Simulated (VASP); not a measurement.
# SnO2 (Pnnm) in VASP: notebook

Runs on SnO2. Level: PBEsol. Tasks: single point.

All numbers are computed with VASP 6.6.1; they aren't measurements. Logs are shortened: lines on timing, memory, paths and dates and some standing lists are left out, and cuts for length are marked.

## Step 1: The cell of the first run

Symmetry: Pnnm, No. 58, orthorhombic system. The conventional cell has a = 4.690 Å, b = 4.767 Å, c = 3.175 Å, α = 90.00°, β = 90.00°, γ = 90.00°. Within 2.7 Å of Sn (site symmetry 2/m) lie 6 O at 2.05 Å. Within 2.7 Å of O (site symmetry m) lie 3 Sn at 2.05 Å and 1 O at 2.59 Å.

## Step 2: Single point, PBEsol

INCAR

```
SYSTEM = SnO2
ALGO     = Normal         ! electronic algorithm
EDIFF    = 1E-6           ! SCF threshold, eV
ENCUT    = 520            ! plane-wave cutoff, eV
GGA      = PS             ! functional
ISIF     = 2              ! what is computed and relaxed
ISMEAR   = 0              ! smearing method
LASPH    = .TRUE.         ! aspherical terms in the spheres
LCHARG   = .TRUE.         ! write CHGCAR
LELF     = .TRUE.         ! ELF
LREAL    = .FALSE.        ! projectors in reciprocal space
LVHAR    = .TRUE.       
LWAVE    = .FALSE.        ! write WAVECAR
NBANDS   = 35             ! bands
NELM     = 60             ! most SCF steps
PREC     = Accurate       ! precision mode
SIGMA    = 0.01           ! smearing width, eV
```

KPOINTS

```
k-points
0
G
  4 4 6
  0 0 0
```

POSCAR

```
SnO2
1.0
    4.6902582885      0.0000000000      0.0000000000
    0.0000000000      4.7672341650      0.0000000000
    0.0000000000      0.0000000000      3.1747406197
Sn O
2 4
Direct
    0.5000000000      0.5000000000      0.5000000000
    0.0000000000      0.0000000000      0.0000000000
    0.2918500000      0.3210400000      0.0000000000
    0.7918500000      0.1789600000      0.5000000000
    0.2081400000      0.8210400000      0.5000000000
    0.7081500000      0.6789600000      0.0000000000
```

Potentials or basis: VASP PAW PBE potentials, release 64 (Sn_d, O).

Command:

```
> cat potpaw_PBE.64/Sn_d/POTCAR potpaw_PBE.64/O/POTCAR > POTCAR
> mpirun -np 1 vasp_std > vasp.out
```

OUTCAR:

```text
SYSTEM = SnO2
   EDIFF = 1E-6
   ENCUT = 520
   GGA = PS
   ISIF = 2
   ISMEAR = 0
   LASPH = .TRUE.
   LREAL = .FALSE.
   NELM = 60
   PREC = Accurate

 ion  position               nearest neighbor table
   1  0.500  0.500  0.500-   3 2.05   6 2.05   3 2.05   6 2.05   4 2.05   5 2.05   2 3.70   2 3.70
                             2 3.70   2 3.70   2 3.70   2 3.70   2 3.70   2 3.70
   2  0.000  0.000  0.000-   5 2.05   5 2.05   4 2.05   4 2.05   3 2.05   6 2.05   1 3.70   1 3.70
                             1 3.70   1 3.70   1 3.70   1 3.70   1 3.70   1 3.70
   3  0.292  0.321  0.000-   1 2.05   1 2.05   2 2.05
   4  0.792  0.179  0.500-   2 2.05   2 2.05   1 2.05
   5  0.208  0.821  0.500-   2 2.05   2 2.05   1 2.05
   6  0.708  0.679  0.000-   1 2.05   1 2.05   2 2.05

  LATTYP: Found a simple orthorhombic cell.
 ALAT       =     3.1747406197
 B/A-ratio  =     1.4773673980
 C/A-ratio  =     1.5016137493

  Lattice vectors:

 A1 = (   0.0000000000,   0.0000000000,   3.1747406197)
 A2 = (   4.6902582885,   0.0000000000,   0.0000000000)
 A3 = (   0.0000000000,   4.7672341650,   0.0000000000)

Analysis of symmetry for initial positions (statically):
=====================================================================
 Subroutine PRICEL returns:
 Original cell was already a primitive cell.

 Routine SETGRP: Setting up the symmetry group for a
 simple orthorhombic supercell.

 Subroutine GETGRP returns: Found  2 space group operations
 (whereof  2 operations were pure point group operations)
 out of a pool of  8 trial point group operations.

The static configuration has the point symmetry C_1h.

Analysis of symmetry for dynamics (positions and initial velocities):
=====================================================================
 Subroutine PRICEL returns:
 Original cell was already a primitive cell.

 Routine SETGRP: Setting up the symmetry group for a
 simple orthorhombic supercell.

 Subroutine GETGRP returns: Found  2 space group operations
 (whereof  2 operations were pure point group operations)
 out of a pool of  8 trial point group operations.

The dynamic configuration has the point symmetry C_1h.

 Subroutine INISYM returns: Found  2 space group operations
 (whereof  2 operations are pure point group operations),
 and found     1 'primitive' translations

----------------------------------------------------------------------------------------

                                     Primitive cell

  volume of cell :      70.9858

  direct lattice vectors                    reciprocal lattice vectors
     4.690258288  0.000000000  0.000000000     0.213207874  0.000000000  0.000000000
     0.000000000  4.767234165  0.000000000     0.000000000  0.209765236  0.000000000
     0.000000000  0.000000000  3.174740620     0.000000000  0.000000000  0.314986363

  length of vectors
     4.690258288  4.767234165  3.174740620     0.213207874  0.209765236  0.314986363

  position of ions in fractional coordinates (direct lattice)
     0.500000000  0.500000000  0.500000000
     0.000000000  0.000000000  0.000000000
     0.291850000  0.321040000  0.000000000
     0.791850000  0.178960000  0.500000000
     0.208140000  0.821040000  0.500000000
     0.708150000  0.678960000  0.000000000

  ion indices of the primitive-cell ions
   primitive index   ion index
                 1           1
                 2           2
                 3           3
                 4           4
                 5           5
                 6           6

----------------------------------------------------------------------------------------

 KPOINTS: k-points

Automatic generation of k-mesh.
 Grid dimensions read from file:
 generate k-points for:    4    4    6

 Generating k-lattice:

  Cartesian coordinates                     Fractional coordinates (reciprocal lattice)
     0.053301969  0.000000000  0.000000000     0.250000000  0.000000000  0.000000000
     0.000000000  0.052441309  0.000000000     0.000000000  0.250000000  0.000000000
     0.000000000  0.000000000  0.052497727     0.000000000  0.000000000  0.166666667

  Length of vectors
     0.053301969  0.052441309  0.052497727

  Shift w.r.t. Gamma in fractional coordinates (k-lattice)
     0.000000000  0.000000000  0.000000000

 Subroutine IBZKPT returns following result:
 ===========================================

 Found     40 irreducible k-points:

 Following reciprocal coordinates:
            Coordinates               Weight
  0.000000  0.000000  0.000000      1.000000
  0.250000  0.000000  0.000000      2.000000
  0.500000  0.000000  0.000000      1.000000
  0.000000  0.250000  0.000000      2.000000
  0.250000  0.250000  0.000000      2.000000
  0.250000 -0.250000  0.000000      2.000000
[... 16 lines left out ...]
  0.500000  0.000000  0.333333      2.000000
  0.000000  0.250000  0.333333      4.000000
 [... further k-points ...]
   k-points           NKPTS =     40   k-points in BZ     NKDIM =     40   number of bands    NBANDS=     35
   number of dos      NEDOS =    301   number of ions     NIONS =      6
   total plane-waves  NPLWV =  31104
   dimension x,y,z NGX =    36 NGY =   36 NGZ =   24
   dimension x,y,z NGXF=    72 NGYF=   72 NGZF=   48
   ions per type =               2   4
   NGX,Y,Z   is equivalent  to a cutoff of  12.76, 12.55, 12.57 a.u.
   NGXF,Y,Z  is equivalent  to a cutoff of  25.52, 25.11, 25.14 a.u.
 SYSTEM =  SnO2
   PREC   = accura    normal or accurate (medium, high low for compatibility)
   ISTART =      0    job   : 0-new  1-cont  2-samecut
   ICHARG =      2    charge: 1-file 2-atom 10-const
   ISPIN  =      1    spin polarized calculation?
   LNONCOLLINEAR =      F non collinear calculations
   LSORBIT =      F    spin-orbit coupling
   LASPH  =      T    aspherical Exc in radial PAW
   ENCUT  =  520.0 eV  38.22 Ry    6.18 a.u.   8.72  8.86  5.90*2*pi/ulx,y,z
   NELM   =     60;   NELMIN=  2; NELMDL= -5     # of ELM steps
   EDIFF  = 0.1E-05   stopping-criterion for ELM
   LREAL  =      F    real-space projection
   EDIFFG = 0.1E-04   stopping-criterion for IOM
   NSW    =      0    number of steps for IOM
   IBRION =     -1    ionic relax: 0-MD 1-quasi-New 2-CG
   NFREE  =      0    steps in history (QN), initial steepest desc. (CG)
   ISIF   =      2    stress and relaxation
   ISYM   =      2    0-nonsym 1-usesym 2-fastsym
   POTIM  = 0.5000    time-step for ionic-motion
   TEBEG  =    0.0;   TEEND  =   0.0 temperature during run
   PSTRESS=    0.0 pullay stress
   NELECT =      52.0000    total number of electrons
   NUPDOWN=      -1.0000    fix difference up-down
   EMIN   =  10.00;   EMAX   =-10.00  energy-range for DOS
   EFERMI =   0.00;   METHOD = LEGACY
   ISMEAR =     0;   SIGMA  =   0.01  broadening in eV -4-tet -1-fermi 0-gaus
   EFERMI_NEDOS =   21; number of points for ismear=-14 and -15
   IALGO  =     38    algorithm
   IMIX   =      4    mixing-type and parameters
     AMIX     =   0.40;   BMIX     =  1.00
     AMIX_MAG =   1.60;   BMIX_MAG =  1.00
  volume/ion in A,a.u.               =      11.83        79.84
  Fermi-wavevector in a.u.,A,eV,Ry     =   1.475770  2.788802 29.632103  2.177898
  Thomas-Fermi vector in A             =   2.590379
   LORBIT       =      0    0 simple, 1 ext, 2 COOP (PROOUT), +10 PAW based schemes
   GGA     = PS    functional components
   LHFCALC =     F    Hartree Fock is set to
   AEXX    =    0.0000 exact exchange contribution
   IVDW    =     0    specifies the selected vdW correction
   LEPSILON=     F    determine dielectric tensor
   LRPA    =     F    only Hartree local field effects (RPA)
 non-spin polarized calculation
 Gauss-broadening in eV      SIGMA  =   0.01
  energy-cutoff  :      520.00
  volume of cell :       70.99
 maximum number of plane-waves:      1928
 NGX is ok and might be reduce to    36
   NGX = 17   NGY = 17   NGZ = 11

 number of electron      51.9999989 magnetization

 Free energy of the ion-electron system (eV)
  ---------------------------------------------------
  ext. energy  EPLUGINS =         0.00000000
  ---------------------------------------------------
  free energy    TOTEN  =       -39.61035893 eV

  energy without entropy =      -39.61035893  energy(sigma->0) =      -39.61035893

 E-fermi :   6.0832     XC(G=0): -11.5819

 val. band max:        6.0358950138   @ k =   0.0000   0.0000   0.0000
 cond. band min:       7.3751917575   @ k =   0.0000   0.0000   0.0000
 fundamental gap:      1.3392967437
 Fermi energy:         6.0831731010

 k-point     1 :       0.0000    0.0000    0.0000
  band No.  band energies     occupation
      1     -14.9359      2.00000
      2     -14.1451      2.00000
      3     -13.8355      2.00000
      4     -13.8140      2.00000
      5     -13.8093      2.00000
      6     -13.7309      2.00000
[... 27 lines left out ...]
     34      18.3571      0.00000
     35      18.4668      0.00000

 k-point     2 :       0.2500    0.0000    0.0000
  band No.  band energies     occupation
      1     -14.8381      2.00000
      2     -14.2574      2.00000
      3     -13.8355      2.00000
      4     -13.8096      2.00000
      5     -13.8059      2.00000
      6     -13.8016      2.00000
[... 27 lines left out ...]
     34      18.3682      0.00000
     35      18.5694      0.00000

 k-point     3 :       0.5000    0.0000    0.0000
  band No.  band energies     occupation
      1     -14.5698      2.00000
      2     -14.5698      2.00000
      3     -13.8340      2.00000
      4     -13.8340      2.00000
      5     -13.8037      2.00000
      6     -13.8036      2.00000
[... 27 lines left out ...]
     34      18.6619      0.00000
     35      18.7026      0.00000
[... 723 lines left out ...]
 k-point    23 :       0.5000    0.0000    0.3333
  band No.  band energies     occupation
      1     -14.7229      2.00000
      2     -14.7229      2.00000
      3     -13.9201      2.00000
      4     -13.9201      2.00000
      5     -13.6797      2.00000
      6     -13.6797      2.00000
[... 27 lines left out ...]
     34      18.1652      0.00000
     35      18.7206      0.00000

 k-point    24 :       0.0000    0.2500    0.3333
  band No.  band energies     occupation
      1     -14.6767      2.00000
      2     -14.6101      2.00000
      3     -14.1987      2.00000
      4     -13.8359      2.00000
      5     -13.6710      2.00000
      6     -13.6581      2.00000
[... 27 lines left out ...]
     34      17.9098      0.00000
     35      18.4013      0.00000

 [... further k-points ...]
[... 5 lines left out ...]
  --------------------------------------------------------------------------------------
  -------------------------------------------------------------------------------------
  Total        2.5483059      2.4030086      3.7444431      0.0001058      0.0000000      0.0000000
  in kB       57.5162615     54.2368444     84.5135469      0.0023870      0.0000000      0.0000000
  external PRESSURE =      65.4222176 kB  Pullay stress =       0.0000000 kB

 VOLUME and BASIS-vectors are now :
 -----------------------------------------------------------------------------
  energy-cutoff  :      520.00
  volume of cell :       70.99
      direct lattice vectors                 reciprocal lattice vectors
     4.690258288  0.000000000  0.000000000     0.213207874  0.000000000  0.000000000
     0.000000000  4.767234165  0.000000000     0.000000000  0.209765236  0.000000000
     0.000000000  0.000000000  3.174740620     0.000000000  0.000000000  0.314986363

 POSITION                                       TOTAL-FORCE (eV/Angst)
 -----------------------------------------------------------------------------------
      2.34513      2.38362      1.58737        -0.000094      0.000188      0.000000
      0.00000      0.00000      0.00000        -0.000265      0.000183      0.000000
      1.36885      1.53047      0.00000        -0.102914     -0.137023      0.000000
      3.71398      0.85314      1.58737        -0.103052      0.137153      0.000000
      0.97623      3.91409      1.58737         0.103572     -0.137524      0.000000
      3.32141      3.23676      0.00000         0.102753      0.137022      0.000000
 -----------------------------------------------------------------------------------
    total drift:                                0.000009      0.000005     -0.000000

  FREE ENERGIE OF THE ION-ELECTRON SYSTEM (eV)
  ---------------------------------------------------
  free  energy   TOTEN  =       -39.6103589262 eV

  energy  without entropy=      -39.6103589262  energy(sigma->0) =      -39.61035893
```

It took 95 s on 1 thread of Intel Xeon Platinum 8375C at 2.90GHz (Ice Lake), shared host; peak memory 0.21 GiB.

What came out:

```yaml
Free_energy: -39.6104 eV
Pressure: 6.5 GPa
Largest_force: 0.172 eV/Å
Band_gap_on_the_k_mesh: 1.34 eV, direct
```

Forces on the atoms (eV/Å):
```
Sn   0.000  0.000  0.000
Sn   0.000  0.000  0.000
O   -0.103 -0.137  0.000
O   -0.103  0.137  0.000
O    0.104 -0.138  0.000
O    0.103  0.137  0.000
```

Stress tensor (GPa, compression positive):
```
5.75 0.00 0.00
0.00 5.42 0.00
0.00 0.00 8.45
```

Caveat: the PAW data sets were made with another functional, which shifts forces and pressure a little; spin-orbit coupling is left out, which moves the levels of the heavy elements. A hybrid or GW would open this gap; PBEsol tends to underestimate it.

## Step 3: Single point, PBEsol

This run uses another cell than the first one, of 12.08 Å³/atom, 1.021 times its volume.

INCAR

```
SYSTEM = SnO2
ALGO = Normal ; EDIFF = 1E-6
ENCUT = 520 ; GGA = PS
ISIF = 2 ; ISMEAR = 0
LASPH = .TRUE. ; LCHARG = .FALSE.
LREAL = .FALSE. ; LWAVE = .FALSE.
NBANDS = 35 ; NELM = 60
PREC = Accurate ; SIGMA = 0.01
```

KPOINTS is that of step 2.

Edit POSCAR of step 2 so:

```diff
@@ -2,5 +2,5 @@
 1.0
-    4.6902582885      0.0000000000      0.0000000000
-    0.0000000000      4.7672341650      0.0000000000
-    0.0000000000      0.0000000000      3.1747406197
+    4.7232893648      0.0000000000      0.0000000000
+    0.0000000000      4.8008073427      0.0000000000
+    0.0000000000      0.0000000000      3.1970986847
 Sn O
```

Potentials or basis: VASP PAW PBE potentials, release 64 (Sn_d, O).

Command:

```
> cat potpaw_PBE.64/Sn_d/POTCAR potpaw_PBE.64/O/POTCAR > POTCAR
> mpirun -np 1 vasp_std > vasp.out
```

Wall time 90 s (1 thread of Intel Xeon Platinum 8375C at 2.90GHz (Ice Lake), shared host); peak memory 0.21 GiB.

The run converged. Its results:

| Item | Value |
| --- | --- |
| Free energy | -39.6523 eV |
| Pressure | 1.9 GPa |
| Largest force | 0.099 eV/Å |
| Band gap on the k mesh | 1.11 eV, direct |

Forces on the atoms (eV/Å):
```
Sn   0.000  0.000  0.000
Sn   0.000  0.000  0.000
O   -0.028 -0.095  0.000
O   -0.028  0.095  0.000
O    0.028 -0.095  0.000
O    0.028  0.095  0.000
```

Stress tensor (GPa, compression positive):
```
1.61 0.00 0.00
0.00 1.31 0.00
0.00 0.00 2.91
```

Levels at points of the mesh, in eV from the valence-band top:
```csv
k point,band 23,band 24,band 25,band 26,band 27,band 28,band 29,band 30
"(0.00, 0.00, 0.00)",-1.15,-0.69,-0.68,0.00,1.11,5.98,6.11,6.28
"(0.50, 0.00, 0.00)",-1.13,-1.13,-0.49,-0.49,4.18,4.18,6.70,6.70
"(0.00, 0.50, 0.00)",-1.12,-1.12,-0.61,-0.61,4.34,4.34,7.18,7.18
"(0.50, 0.50, 0.00)",-1.25,-1.25,-0.79,-0.79,4.69,4.69,7.33,7.33
"(0.00, 0.00, 0.50)",-1.58,-1.58,-1.13,-1.13,6.01,6.01,9.54,9.54
"(0.50, 0.00, 0.50)",-0.91,-0.91,-0.71,-0.71,6.33,6.33,7.95,7.95
"(0.00, 0.50, 0.50)",-1.13,-1.13,-0.60,-0.60,6.23,6.23,7.72,7.72
"(0.50, 0.50, 0.50)",-0.91,-0.91,-0.73,-0.73,4.71,4.71,8.71,8.71
```

Caveat: the PAW data sets were made with another functional, which shifts forces and pressure a little; spin-orbit coupling is left out, which moves the levels of the heavy elements.
